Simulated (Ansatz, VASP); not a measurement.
# Hf3Br in VASP and in Ansatz

The input INCAR:

```
PREC     = Accurate       # precision mode
ENCUT    = 520            # plane-wave cutoff, eV
EDIFF    = 1E-6           # SCF threshold, eV
ISMEAR   = 0              # smearing method
SIGMA    = 0.1            # smearing width, eV
LREAL    = F              # projectors in reciprocal space
LASPH    = T              # aspherical terms in the spheres
NELM     = 60             # most SCF steps
ALGO     = Normal         # electronic algorithm
ISIF     = 2              # what is computed and relaxed
LWAVE    = F              # write WAVECAR
LCHARG   = T              # write CHGCAR
GGA      = PE             # functional
LELF     = T              # ELF
LVHAR    = T            
NBANDS   = 26             # bands
```

Contents of KPOINTS:

```
regular mesh
0
Gamma
  4 4 4
```

POSCAR

```
Hf3Br
1.0
    3.8617008300      0.0000000000      0.0000000000
    0.0000000000      3.8617008300      0.0000000000
    0.0000000000      0.0000000000      7.3432864600
Hf Br
3 1
Direct
    0.5000000000      0.5000000000      0.7652261300
    0.5000000000      0.5000000000      0.2347738700
    0.0000000000      0.0000000000      0.0000000000
    0.5000000000      0.5000000000      0.5000000000
```

Input for Ansatz:

```yaml
crystal:
  lattice:
    - [3.86170083, 0.0, 0.0]
    - [0.0, 3.86170083, 0.0]
    - [0.0, 0.0, 7.34328646]
  atoms:
    - { symbol: Hf, position: [0.5, 0.5, 0.76522613] }
    - { symbol: Hf, position: [0.5, 0.5, 0.23477387] }
    - { symbol: Hf, position: [0.0, 0.0, 0.0] }
    - { symbol: Br, position: [0.5, 0.5, 0.5] }
basis:
  ecutwfc: 420
kpoints:
  mp_grid: { grid: [4, 4, 4] }
hamiltonian:
  xc: pbe
scf:
  occupations: { method: gaussian, width: 0.1 }
  lower_state_search: "off"
output:
  forces: true
  stress: true
  eigenvalues: true
```

Alike in both runs: task single point; functional PBE; k mesh 4 × 4 × 4; occupations gaussian, width 0.1 eV; no spin polarisation.

|  | VASP | Ansatz |
| --- | --- | --- |
| version | VASP 6.6.1 | Ansatz 0.2.0 |
| potentials or method | VASP PAW PBE potentials, release 64 (Hf_pv, Br), cutoff 520 eV | scalar-relativistic, plane waves, PAW |
| valence electrons in the cell | 37 | 85 |

```tsv
	VASP	Ansatz	Ansatz less VASP
gap on the k mesh at the Fermi level (eV)	none	none	-
rms of the force components (eV/Å)	9.077	9.056	-0.0205
```

Atom by atom the forces differ by 0.021 eV/Å (rms over components). A gap of «none» marks a metal or a gap that the smearing closes. With one functional, cell and mesh, what is left measures potentials, basis and numerics. VASP's potentials hold 37 valence electrons a cell and Ansatz's 85, so a difference there can come from the potentials and not from the codes.

The k mesh is coarse, so the values compare programs but aren't converged. Neither program's run includes spin-orbit coupling.
